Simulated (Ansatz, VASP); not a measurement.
## CdSe in VASP and in Ansatz

```
Cd Se
1.0
     4.29900    0.00000    0.00000
    -2.14950    3.72304    0.00000
     0.00000    0.00000    7.01000
Cd Se
2 2
Direct
  0.33333 0.66667 0.00009
  0.66667 0.33333 0.50009
  0.33333 0.66667 0.37591
  0.66667 0.33333 0.87591
```

Alike in both runs: functional PBE; k mesh 8 × 8 × 5; occupations gaussian, width 0.05 eV; no spin polarisation.

Ansatz relaxed the structure, and its values are those at the end. VASP's run is a single point on that final structure, the one shown.

|  | VASP | Ansatz |
| --- | --- | --- |
| version | VASP 6.6.1 | Ansatz 0.2.0 |
| potentials or method | VASP PAW PBE potentials, release 64 (Cd, Se) | scalar-relativistic, plane waves, PAW |
| plane-wave cutoff (eV) | 520 | 420 |
| valence electrons in the cell | 36 | 72 |

|  | VASP | Ansatz | Ansatz less VASP |
| --- | --- | --- | --- |
| pressure (GPa) | 3.3 | 3.0 | -0.32 |

VASP's potentials hold 36 valence electrons a cell and Ansatz's 72, so a difference there can come from the potentials and not from the codes. Ansatz's warnings: stress scf threshold loose.
